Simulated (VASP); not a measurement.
Set up this calculation in VASP 6.6.1, as the native input.

| Item | Value |
| --- | --- |
| Task | single point |
| Functional | PBE |
| Dispersion | D3(BJ) |
| Potentials or basis | VASP PAW PBE potentials, release 64 (B, N) |
| Cutoff | 520 eV |
| k mesh | 10 × 10 × 1 |
| Occupations | gaussian, width 0.02 eV |
| Spin | no spin polarisation |
| Dipole correction | yes |
| Further INCAR settings | ALGO = Normal; EDIFF = 1e-07; NBANDS = 11 |

The structure of BN lies in POSCAR:

```
BN
1.0
    2.6843670055      0.0015375748      0.0000000000
    1.3408360828      2.3255079410      0.0000000000
    0.0000000000      0.0000000000     26.0000000000
B N
1 1
Direct
    0.4999824916      0.4999824916      0.5000000000
    0.8333175184      0.8333175184      0.5000000000
```

This cell differs from its parent crystal: biaxial strain +0.070, then relaxed in part.

These files were run (other wordings do the same):

INCAR

```
SYSTEM = BN
ALGO     = Normal         ! electronic algorithm
DIPOL    = 0.5 0.5 0.500
EDIFF    = 1E-7           ! SCF threshold, eV
ENCUT    = 520            ! plane-wave cutoff, eV
GGA      = PE             ! functional
IDIPOL   = 3            
ISIF     = 2              ! what is computed and relaxed
ISMEAR   = 0              ! smearing method
IVDW     = 12             ! dispersion correction
LASPH    = .TRUE.         ! aspherical terms in the spheres
LCHARG   = .TRUE.         ! write CHGCAR
LDIPOL   = .TRUE.       
LELF     = .TRUE.         ! ELF
LREAL    = .FALSE.        ! projectors in reciprocal space
LVACPOTAV= .TRUE.       
LVHAR    = .TRUE.       
LWAVE    = .FALSE.        ! write WAVECAR
NBANDS   = 11             ! bands
NELM     = 80             ! most SCF steps
PREC     = Accurate       ! precision mode
SIGMA    = 0.02           ! smearing width, eV
```

KPOINTS

```
k-points
0
G
  10 10 1
  0 0 0
```

Potentials or basis: VASP PAW PBE potentials, release 64 (B, N).

Run with:

```console
$ cat potpaw_PBE.64/B/POTCAR potpaw_PBE.64/N/POTCAR > POTCAR
$ mpirun -np 1 vasp_std > vasp.out
```

It gave:

The band gap on the k mesh is 4.41 eV, direct, the dispersion energy per atom is -0.067 eV and the ionisation potential of the upper face is 6.19 eV.

Caveat: the cell differs from its parent crystal (biaxial strain +0.070, then relaxed in part).

It took 48 s on 1 thread of Intel(R) Xeon(R) Platinum 8259CL CPU @ 2.50GHz (Skylake/Cascade Lake), with other jobs on the host, peak memory 0.26 GiB.
